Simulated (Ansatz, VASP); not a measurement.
Two plane-wave programs on MnS

File POSCAR:

```
MnS
1.0
   -2.5469610000     -0.0218470000      2.5018050000
    2.6495930000      0.0372800000      2.6044370000
    0.0591270000      5.3753410000      0.0154330000
Mn S
2 2
Direct
    0.9442730000      0.0460050000      0.0031020000
    0.5495260000      0.4903820000      0.4699880000
    0.0178160000      0.9719570000      0.5069740000
    0.5161750000      0.4697910000      0.9805070000
```

INCAR.step1

```
ALGO = Normal
EDIFF = 1E-4
ENCUT = 520
GGA = PE
ISMEAR = -5
ISPIN = 2
LASPH = True
LCHARG = False
LMAXMIX = 4
LREAL = False
LWAVE = True
MAGMOM = 4.5 4.5 0 0
NBANDS = 31
NELM = 150
PREC = Accurate
SIGMA = 0.1
```

File INCAR.step2:

```
ALGO = Normal
EDIFF = 1E-6
ENCUT = 520
ISIF = 2
ISMEAR = -5
ISPIN = 2
ISTART = 1
LASPH = True
LCHARG = True
LELF = True
LMAXMIX = 4
LMIXTAU = True
LORBIT = 11
LREAL = False
LVHAR = True
LWAVE = False
MAGMOM = 4.5 4.5 0 0
METAGGA = R2SCAN
NBANDS = 31
NELM = 150
PREC = Accurate
SIGMA = 0.1
```

Contents of KPOINTS:

```
k-points
0
Gamma
  5 5 4
```

Input for Ansatz:

```yaml
crystal:
  lattice:
    - [-2.546961, -0.021847, 2.501805]
    - [2.649593, 0.03728, 2.604437]
    - [0.059127, 5.375341, 0.015433]
  atoms:
    - { symbol: Mn, position: [0.944273, 0.046005, 0.003102], spin: 4.5 }
    - { symbol: Mn, position: [0.549526, 0.490382, 0.469988], spin: 4.5 }
    - { symbol: S, position: [0.017816, 0.971957, 0.506974] }
    - { symbol: S, position: [0.516175, 0.469791, 0.980507] }
kpoints:
  mp_grid: { grid: [5, 5, 4], shift: [0.0, 0.0, 0.0] }
magnetization:
  spin_polarized: true
scf:
  occupations: { method: tetrahedron }
  lower_state_search: "off"
  max_iter: 200
hamiltonian:
  pseudopotentials: { kind: paw }
  xc: r2scan
basis:
  ecutwfc: 500
  fft_grid_basis: typed
output:
  forces: true
  stress: true
  eigenvalues: true
  bader: true
  populations: true
  elf: true
  write_potential: true
  volumetric_format: npy
  dos:
    e_range: [-12, 8]
    de: 0.05
    projected: { site_lists: { Mn: [Mn], S: [S] } }
checkpoint:
  read: saved_state
```

Alike in both runs: task single point; functional r2SCAN; k mesh 5 × 5 × 4; occupations tetrahedron; collinear spin.

```csv
,VASP,Ansatz
version,VASP 6.6.1,Ansatz 0.2.0
potentials or method,"VASP PAW PBE potentials, release 64 (Mn_pv, S), cutoff 520 eV",PAW plane waves
valence electrons in the cell,38,42
```

|  | VASP | Ansatz | Ansatz less VASP |
| --- | --- | --- | --- |
| pressure (GPa) | 3.7 | 3.7 | -0.03 |
| traceless stress, the component that is largest in VASP (GPa) | 6.59 | 6.54 | -0.046 |
| rms of the force components (eV/Å) | 0.871 | 0.863 | -0.0079 |
| net moment per atom (μB) | 2.50 | 2.50 | 0.000 |
| size of the moment on the site where the two differ most (μB) | 4.45 | 4.13 | -0.316 |

VASP's potentials were made for PBE, not for r2SCAN. Site moments also hang on the region over which each program counts them. Atom by atom the forces differ by 0.017 eV/Å (rms over components). The functional is the same, so the differences come from potentials, cutoffs and numerics. VASP's potentials hold 38 valence electrons a cell and Ansatz's 42, so a difference there can come from the potentials and not from the codes. Ansatz's warnings: band table not solved further, product built on unsolved table, stability check not made, tetrahedron derivatives may miss energy slope.
